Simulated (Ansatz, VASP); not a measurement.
One calculation of Ga3S2, two programs

```xyz
5
Lattice="-2.6040 2.6040 3.7297 2.6040 -2.6040 3.7297 2.6040 2.6040 -3.7297" Properties=species:S:1:pos:R:3 pbc="T T T"
Ga    0.0000    2.6040    0.0000
Ga    2.6040    0.0000    0.0000
Ga    0.0000    0.0000    3.7297
S     0.0000    0.0000    6.1248
S     0.0000    0.0000    1.3345
```

Alike in both runs: functional PBE; k mesh 10 × 10 × 10; occupations gaussian, width 0.1 eV; no spin polarisation.

Ansatz relaxed the structure, and its values are those at the end. VASP's run is a single point on that final structure, the one shown.

```csv
,VASP,Ansatz
version,VASP 6.6.1,Ansatz 0.2.0
potentials or method,"VASP PAW PBE potentials, release 64 (Ga_d, S), cutoff 520 eV","scalar-relativistic, plane waves, PAW"
valence electrons in the cell,51,51
```

```tsv
	VASP	Ansatz	Ansatz less VASP
gap on the k mesh at the Fermi level (eV)	none	none	-
pressure (GPa)	0.0	0.0	-0.03
```

A gap of «none» marks a metal or a gap that the smearing closes.
